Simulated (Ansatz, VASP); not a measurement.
Ti2Co: VASP beside Ansatz

The input INCAR:

```
PREC = Accurate ; ENCUT = 520
EDIFF = 1E-6 ; ISMEAR = 0
SIGMA = 0.1 ; LREAL = False
LASPH = True ; NELM = 150
ALGO = Normal ; ISIF = 2
LWAVE = False ; LCHARG = False
ISPIN = 2 ; MAGMOM = 0 0 0 0 0.59 0.59
LORBIT = 11 ; LMAXMIX = 4
GGA = PS ; NBANDS = 46
```

KPOINTS

```
regular mesh
0
Gamma
  5 5 5
```

POSCAR

```
Ti2Co
1.0
    0.0000000000      3.3650000000      3.3650000000
    3.3650000000      0.0000000000      3.3650000000
    3.3650000000      3.3650000000      0.0000000000
Ti Co
4 2
Direct
    0.1250000000      0.1250000000      0.1250000000
    0.6250000000      0.1250000000      0.1250000000
    0.1250000000      0.1250000000      0.6250000000
    0.1250000000      0.6250000000      0.1250000000
    0.5000000000      0.5000000000      0.5000000000
    0.7500000000      0.7500000000      0.7500000000
```

Input for Ansatz:

```yaml
crystal:
  lattice:
    - [0.0, 3.365, 3.365]
    - [3.365, 0.0, 3.365]
    - [3.365, 3.365, 0.0]
  atoms:
    - { symbol: Ti, position: [0.125, 0.125, 0.125] }
    - { symbol: Ti, position: [0.625, 0.125, 0.125] }
    - { symbol: Ti, position: [0.125, 0.125, 0.625] }
    - { symbol: Ti, position: [0.125, 0.625, 0.125] }
    - { symbol: Co, position: [0.5, 0.5, 0.5], spin: 0.59 }
    - { symbol: Co, position: [0.75, 0.75, 0.75], spin: 0.59 }
basis:
  ecutwfc: 420
kpoints:
  mp_grid: { grid: [5, 5, 5] }
hamiltonian:
  xc: pbesol
scf:
  occupations: { method: gaussian, width: 0.1 }
output:
  forces: true
  stress: true
  eigenvalues: true
  populations: true
magnetization:
  spin_polarized: true
```

Alike in both runs: task single point; functional PBEsol; k mesh 5 × 5 × 5; occupations gaussian, width 0.1 eV; collinear spin.

|  | VASP | Ansatz |
| --- | --- | --- |
| version | VASP 6.6.1 | Ansatz 0.2.0 |
| potentials or method | VASP PAW PBE potentials, release 64 (Ti_sv, Co), cutoff 520 eV | scalar-relativistic, plane waves, PAW |
| valence electrons in the cell | 66 | 82 |

|  | VASP | Ansatz | Ansatz less VASP |
| --- | --- | --- | --- |
| gap on the k mesh at the Fermi level (eV) | none | none | - |
| pressure (GPa) | 15.6 | 16.1 | +0.52 |
| net moment per atom (μB) | 0.23 | 0.24 | +0.006 |
| size of the moment on the site where the two differ most (μB) | 0.57 | 0.59 | +0.021 |

VASP's potentials were made for PBE, not for PBEsol. Site moments also hang on the region over which each program counts them. A gap of «none» marks a metal or a gap that the smearing closes. VASP's potentials hold 66 valence electrons a cell and Ansatz's 82, so a difference there can come from the potentials and not from the codes.
